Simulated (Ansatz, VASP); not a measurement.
**Re in VASP and in Ansatz**

```
Re
1.0
     2.73919    0.00000    0.00000
    -1.36959    2.37221    0.00000
     0.00000    0.00000    4.41187
Re
2
Direct
  0.33333 0.66667 0.25000
  0.66667 0.33333 0.75000
```

Alike in both runs: task single point; functional LDA; k mesh 13 × 13 × 7; occupations methfessel-paxton of order 1, width 0.01 eV; no spin polarisation.

```csv
,VASP,Ansatz
version,VASP 6.6.1,Ansatz 0.2.0
potentials or method,"VASP PAW LDA potentials, release 64 (Re), cutoff 600 eV","plane waves (420 eV) with PAW, scalar-relativistic"
valence electrons in the cell,14,30
```

```csv
,VASP,Ansatz,Ansatz less VASP
pressure (GPa),1.3,-0.3,-1.65
"traceless stress, the component that is largest in VASP (GPa)",-0.52,-0.63,-0.113
```

Ansatz warns that its potentials were made for another functional, while VASP's fit it. LDA's correlation is that of Perdew and Zunger in VASP and of Perdew and Wang (1992) in Ansatz. VASP's potentials hold 14 valence electrons a cell and Ansatz's 30, so a difference there can come from the potentials and not from the codes.

Neither program's run includes spin-orbit coupling.
